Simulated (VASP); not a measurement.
Wanted: the native input for a VASP 6.6.1 run.

- Task: relaxation of shape and atoms at fixed volume
- Functional: LDA
- Potentials or basis: VASP PAW LDA potentials, release 64 (Zr_sv)
- Cutoff: 600 eV
- k mesh: 14 × 14 × 8
- Occupations: fermi-dirac, width 0.1 eV
- Spin: no spin polarisation
- Dipole correction: no
- Further INCAR settings: ALGO = Normal; EDIFF = 1e-06; IBRION = 2; EDIFFG = -0.005; NSW = 50; ISIF = 4

The structure of Zr lies in POSCAR:

```
Zr
1.0
    2.6505257996      0.0000000000      0.0000000000
   -1.3252628998      2.2954226758      0.0000000000
    0.0000000000      0.0000000000      4.2985025530
Zr
2
Direct
    0.3333333333      0.6666666667      0.2500000000
    0.6666666667      0.3333333333      0.7500000000
```

The input as run:

INCAR

```
SYSTEM = Zr
PREC     = Accurate       ! precision mode
ENCUT    = 600            ! plane-wave cutoff, eV
EDIFF    = 1E-6           ! SCF threshold, eV
ISMEAR   = -1             ! smearing method
SIGMA    = 0.1            ! smearing width, eV
LREAL    = .False.        ! projectors in reciprocal space
LASPH    = .True.         ! aspherical terms in the spheres
NELM     = 60             ! most SCF steps
ALGO     = Normal         ! electronic algorithm
ISIF     = 4              ! what is computed and relaxed
LWAVE    = .False.        ! write WAVECAR
LCHARG   = .False.        ! write CHGCAR
GGA      = CA             ! functional
IBRION   = 2              ! ionic algorithm
NSW      = 50             ! ionic steps
EDIFFG   = -0.005         ! ionic threshold
```

KPOINTS

```
Automatic mesh
0
Gamma
  14 14 8
  0 0 0
```

Potentials or basis: VASP PAW LDA potentials, release 64 (Zr_sv).

Command:

```bash
$ cat potpaw_LDA.64/Zr_sv/POTCAR > POTCAR
$ mpirun -np 1 vasp_std > vasp.out
```

Results of the run:

| Property | Result |
| --- | --- |
| Energy gained by relaxing | 87.3 meV/atom |
| Ionic steps | 4 |
| Pressure after relaxing | 119.0 GPa |
| Band gap on the k mesh | zero (band 12 reaches 17.85 eV, above the bottom of band 13 at 16.24 eV) |

Run time: 50 s on 1 thread of Intel(R) Xeon(R) 6975P-C (Granite Rapids), with other jobs on the host, peak memory 0.17 GiB.
